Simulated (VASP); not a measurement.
Here is a VASP 6.6.1 calculation.

INCAR

```
SYSTEM = CaI2
PREC = Accurate
ENCUT = 520
EDIFF = 1E-6
ISMEAR = -1
SIGMA = 0.03
LREAL = .FALSE.
LASPH = .TRUE.
NELM = 80
ALGO = Normal
ISIF = 2
LWAVE = .FALSE.
LCHARG = .FALSE.
GGA = CA
NBANDS = 19
```

The input KPOINTS:

```
Automatic mesh
0
G
  7 7 4
  0 0 0
```

Contents of POSCAR:

```
CaI2
1.0
    3.6257686089      0.0000000000      0.0000000000
   -1.8128843045      3.1400077236      0.0000000000
    0.0000000000      0.0000000000      6.1870777552
Ca I
1 2
Direct
    0.0000000000      0.0000000000      0.0000000000
    0.3333333333      0.6666666667      0.2971520148
    0.6666666667      0.3333333333      0.7028479852
```

Potentials or basis: VASP PAW LDA potentials, release 64 (Ca_sv, I).

The run is started by

```sh
$ cat potpaw_LDA.64/Ca_sv/POTCAR potpaw_LDA.64/I/POTCAR > POTCAR
$ mpirun -np 1 vasp_std > vasp.out
```

**Question.** Predict the largest force.

**Answer.** 0.052 eV/Å.

**Question.** What does it give for the band gap on the k mesh?

**Answer.** 1.20 eV (least direct gap 2.14 eV).

Stress tensor (GPa, compression positive):
```
26.41  0.00  0.00
 0.00 26.41  0.00
 0.00  0.00 26.50
```

Caveat: the cell stands under pressure; spin-orbit coupling is left out, which moves the levels of the heavy elements; an odd mesh through Γ misses points on the zone boundary, where band edges can lie.
